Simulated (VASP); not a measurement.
# Pt (Fm-3m) in VASP: further runs, part 2 of 2

VASP 6.6.1. The steps go on from the part before.

**3. Single point, LDA, collinear spin, ferromagnetic start (volume scaled by 1.04)**

The input, INCAR:

```
SYSTEM = Pt
PREC = Accurate ; ENCUT = 520
EDIFF = 1E-6 ; ISMEAR = -1
SIGMA = 0.05 ; LREAL = .FALSE.
LASPH = .TRUE. ; NELM = 150
ALGO = Normal ; ISIF = 2
LWAVE = .FALSE. ; LCHARG = .TRUE.
ISPIN = 2 ; MAGMOM = 1
LORBIT = 11 ; LMAXMIX = 4
GGA = CA ; LELF = .TRUE.
LVHAR = .TRUE. ; NBANDS = 15
```

The input, KPOINTS:

```
regular mesh
0
G
  23 23 23
  0 0 0
```

The input, POSCAR:

```
Pt
1.0
    0.0000000000      1.9722854892      1.9722854892
    1.9722854892      0.0000000000      1.9722854892
    1.9722854892      1.9722854892      0.0000000000
Pt
1
Direct
    0.0000000000      0.0000000000      0.0000000000
```

Potentials or basis: VASP PAW LDA potentials, release 64 (Pt).

Launch:

```bash
$ cat potpaw_LDA.64/Pt/POTCAR > POTCAR
$ mpirun -np 1 vasp_std > vasp.out
```

OUTCAR:

```text
SYSTEM = Pt
   PREC = Accurate
   ENCUT = 520
   EDIFF = 1E-6
   ISMEAR = -1
   LREAL = .FALSE.
   LASPH = .TRUE.
   NELM = 150
   ISIF = 2
   ISPIN = 2
   LORBIT = 11
   GGA = CA

 ion  position               nearest neighbor table
   1  0.000  0.000  0.000-

  LATTYP: Found a face centered cubic cell.
 ALAT       =     3.9445709784

  Lattice vectors:

 A1 = (   0.0000000000,   1.9722854892,   1.9722854892)
 A2 = (   1.9722854892,   0.0000000000,   1.9722854892)
[... 1074 lines left out ...]
  -------------------------------------------------------------------------------------
  Total       -0.9649284     -0.9649284     -0.9649284      0.0000000     -0.0000000      0.0000000
  in kB     -100.7549385   -100.7549385   -100.7549385      0.0000000     -0.0000000      0.0000000
  external PRESSURE =    -100.7549385 kB  Pullay stress =       0.0000000 kB

 VOLUME and BASIS-vectors are now :
 -----------------------------------------------------------------------------
  energy-cutoff  :      520.00
  volume of cell :       15.34
      direct lattice vectors                 reciprocal lattice vectors
     0.000000000  1.972285489  1.972285489    -0.253512994  0.253512994  0.253512994
     1.972285489  0.000000000  1.972285489     0.253512994 -0.253512994  0.253512994
     1.972285489  1.972285489  0.000000000     0.253512994  0.253512994 -0.253512994

 POSITION                                       TOTAL-FORCE (eV/Angst)
 -----------------------------------------------------------------------------------
      0.00000      0.00000      0.00000         0.000000     -0.000000     -0.000000
 -----------------------------------------------------------------------------------
    total drift:                               -0.000000      0.000000      0.000000

  FREE ENERGIE OF THE ION-ELECTRON SYSTEM (eV)
  ---------------------------------------------------
  free  energy   TOTEN  =        -7.4948875070 eV

  energy  without entropy=       -7.4787347125  energy(sigma->0) =       -7.48681111

 total charge

# of ion       s       p       d       tot
------------------------------------------
    1        0.630   0.590   8.036   9.257

 magnetization (x)

# of ion       s       p       d       tot
------------------------------------------
    1       -0.000  -0.000   0.000   0.000
```

It took 1.9 min on 1 thread of Intel Xeon 6975P-C, shared host; peak memory 0.24 GiB.

Results:

```
Free energy                                           : -7.4949 eV
Pressure                                              : -10.1 GPa
Band gap on the k mesh                                : zero (filled and empty bands overlap)
Net moment                                            : 0.00 μB per cell
Valence electrons inside the program's atomic spheres : Pt 9.26
```

Caveat: spin-orbit coupling is left out, which moves the levels of the heavy elements.

**4. Single point, LDA**

The input, INCAR:

```
SYSTEM = Pt
PREC = Accurate
ENCUT = 520
EDIFF = 1E-7
ISMEAR = -1
SIGMA = 0.3
LREAL = .False.
LASPH = .True.
NELM = 100
ALGO = Normal
ISIF = 2
LWAVE = .False.
LCHARG = .False.
NBANDS = 11
```

The input, KPOINTS:

```
regular mesh
0
Gamma
  14 14 14
  0 0 0
```

The input, POSCAR:

```
Pt
1.0
    0.0000000000      1.9474302061      1.9474302061
    1.9474302061      0.0000000000      1.9474302061
    1.9474302061      1.9474302061      0.0000000000
Pt
1
Direct
    0.0000000000      0.0000000000      0.0000000000
```

Potentials or basis: VASP PAW LDA potentials, release 64 (Pt).

Launch:

```bash
$ cat potpaw_LDA.64/Pt/POTCAR > POTCAR
$ mpirun -np 1 vasp_std > vasp.out
```

OUTCAR:

```text
SYSTEM = Pt
   PREC = Accurate
   ENCUT = 520
   EDIFF = 1E-7
   ISMEAR = -1
   LREAL = .False.
   LASPH = .True.
   NELM = 100
   ISIF = 2

 ion  position               nearest neighbor table
   1  0.000  0.000  0.000-

  LATTYP: Found a face centered cubic cell.
 ALAT       =     3.8948604122

  Lattice vectors:

 A1 = (   0.0000000000,   1.9474302061,   1.9474302061)
 A2 = (   1.9474302061,   0.0000000000,   1.9474302061)
 A3 = (   1.9474302061,   1.9474302061,   0.0000000000)

[... 513 lines left out ...]

 [... further k-points ...]

------------------------ aborting loop because EDIFF is reached ----------------------------------------

  FORCE on cell =-STRESS in cart. coord.  units (eV):
  Direction    XX          YY          ZZ          XY          YZ          ZX
  --------------------------------------------------------------------------------------
  -------------------------------------------------------------------------------------
  Total        0.2581783      0.2581783      0.2581783      0.0000000     -0.0000000      0.0000000
  in kB       28.0036439     28.0036439     28.0036439      0.0000000     -0.0000000      0.0000000
  external PRESSURE =      28.0036439 kB  Pullay stress =       0.0000000 kB

 VOLUME and BASIS-vectors are now :
 -----------------------------------------------------------------------------
  energy-cutoff  :      520.00
  volume of cell :       14.77
      direct lattice vectors                 reciprocal lattice vectors
     0.000000000  1.947430206  1.947430206    -0.256748611  0.256748611  0.256748611
     1.947430206  0.000000000  1.947430206     0.256748611 -0.256748611  0.256748611
     1.947430206  1.947430206  0.000000000     0.256748611  0.256748611 -0.256748611

 POSITION                                       TOTAL-FORCE (eV/Angst)
 -----------------------------------------------------------------------------------
      0.00000      0.00000      0.00000        -0.000000     -0.000000     -0.000000
 -----------------------------------------------------------------------------------
    total drift:                                0.000000      0.000000      0.000000

  FREE ENERGIE OF THE ION-ELECTRON SYSTEM (eV)
  ---------------------------------------------------
  free  energy   TOTEN  =        -7.7032079817 eV

  energy  without entropy=       -7.3779252845  energy(sigma->0) =       -7.54056663
```

It took 18 s on 1 thread of Intel Xeon 8259CL, shared host; peak memory 0.13 GiB.

Results:

- Free energy: -7.7032 eV
- Pressure: 2.8 GPa
- Band gap on the k mesh: zero (band 5 reaches 12.08 eV, above the bottom of band 6 at 9.75 eV)

Levels at points of the mesh, in eV from the Fermi level:
```tsv
k point	band 2	band 3	band 4	band 5	band 6	band 7	band 8	band 9
(0.00, 0.00, 0.00)	-4.03	-4.03	-4.03	-1.77	-1.77	14.47	19.50	19.50
(0.50, 0.00, 0.00)	-4.10	-4.10	-0.66	-0.04	-0.04	5.90	14.04	18.94
(0.50, 0.50, 0.00)	-6.96	-0.06	0.43	0.43	1.63	9.00	11.31	11.31
```

Caveat: spin-orbit coupling is left out, which moves the levels of the heavy elements.

**5. Single point, LDA**

The input, INCAR:

```
PREC = Accurate
ENCUT = 520
EDIFF = 1E-7
ISMEAR = -1
SIGMA = 0.6
LREAL = F
LASPH = T
NELM = 100
ALGO = Normal
ISIF = 2
LWAVE = F
LCHARG = T
LELF = T
LVHAR = T
NBANDS = 11
```

The input, KPOINTS:

```
regular mesh
0
Gamma
  14 14 14
```

POSCAR is that of step 4.

Launch:

```bash
$ cat potpaw_LDA.64/Pt/POTCAR > POTCAR
$ mpirun -np 1 vasp_std > vasp.out
```

It took 20 s on 1 thread of Intel Xeon 8259CL, shared host; peak memory 0.13 GiB.

The run converged. Its results:

| Property | Result |
| --- | --- |
| Free energy | -8.1238 eV |
| Pressure | 7.3 GPa |
| Band gap on the k mesh | zero (band 5 reaches 12.08 eV, above the bottom of band 6 at 9.75 eV) |

Levels at points of the mesh, in eV from the Fermi level:
| k point | band 1 | band 2 | band 3 | band 4 | band 5 | band 6 | band 7 | band 8 | band 9 | band 10 |
| --- | --- | --- | --- | --- | --- | --- | --- | --- | --- | --- |
| (0.00, 0.00, 0.00) | -10.77 | -4.23 | -4.23 | -4.23 | -1.98 | -1.98 | 14.28 | 19.30 | 19.30 | 19.30 |
| (0.50, 0.00, 0.00) | -7.87 | -4.30 | -4.30 | -0.86 | -0.23 | -0.23 | 5.71 | 13.84 | 18.75 | 18.75 |
| (0.50, 0.50, 0.00) | -7.63 | -7.16 | -0.27 | 0.24 | 0.24 | 1.44 | 8.80 | 11.11 | 11.11 | 20.16 |

Caveat: spin-orbit coupling is left out, which moves the levels of the heavy elements.

**6. Single point, LDA**

The input, INCAR:

```
SYSTEM = Pt
PREC = Accurate
ENCUT = 520
EDIFF = 1E-6
ISMEAR = -1
SIGMA = 1.0
LREAL = .FALSE.
LASPH = .TRUE.
NELM = 100
ALGO = Normal
ISIF = 2
LWAVE = .FALSE.
LCHARG = .FALSE.
NBANDS = 11
```

The input, KPOINTS:

```
regular mesh
0
G
  14 14 14
  0 0 0
```

POSCAR is that of step 5.

Potentials or basis: VASP PAW LDA potentials, release 64 (Pt).

Launch:

```bash
$ cat potpaw_LDA.64/Pt/POTCAR > POTCAR
$ mpirun -np 1 vasp_std > vasp.out
```

It took 20 s on 1 thread of Intel Xeon 8259CL, shared host; peak memory 0.13 GiB.

The run converged. Its results:

```yaml
Free_energy: -8.9590 eV
Pressure: 16.6 GPa
Band_gap_on_the_k_mesh: zero (band 5 reaches 12.09 eV, above the bottom of band 6 at 9.74 eV)
```

Levels at points of the mesh, in eV from the Fermi level:
```tsv
k point	band 3	band 4	band 5	band 6	band 7	band 8
(0.00, 0.00, 0.00)	-4.58	-4.58	-2.34	-2.34	13.93	18.95
(0.50, 0.00, 0.00)	-4.65	-1.21	-0.59	-0.59	5.36	13.49
(0.50, 0.50, 0.00)	-0.62	-0.11	-0.11	1.09	8.45	10.76
```

Caveat: spin-orbit coupling is left out, which moves the levels of the heavy elements.

**7. Summary**

| spin | cell | k mesh | smearing | gap on the mesh (eV) | pressure (GPa) | moment (μB) |
| --- | --- | --- | --- | --- | --- | --- |
| collinear, ferromagnetic start | a = 2.753 Å, angles 60.0°, 1 atom | 23 × 23 × 23 | fermi-dirac 0.05 eV | none | 0.9 | 0.00 |
| collinear, ferromagnetic start | a = 2.789 Å, angles 60.0°, 1 atom | 23 × 23 × 23 | fermi-dirac 0.05 eV | none | -10.1 | 0.00 |
| off | a = 2.754 Å, angles 60.0°, 1 atom | 14 × 14 × 14 | fermi-dirac 0.3 eV | none | 2.8 | - |
| off | a = 2.754 Å, angles 60.0°, 1 atom | 14 × 14 × 14 | fermi-dirac 0.6 eV | none | 7.3 | - |
| off | a = 2.754 Å, angles 60.0°, 1 atom | 14 × 14 × 14 | fermi-dirac 1 eV | none | 16.6 | - |

Alike in all rows: task single point; level LDA; potentials or basis VASP PAW LDA potentials, release 64 (Pt); cutoff (eV) 520.

Every run on the cell as given and a fine mesh finds a metal.

Caveats: spin-orbit coupling is left out, which moves the levels of the heavy elements.

Absolute energies hang on the potentials; compare differences alone.
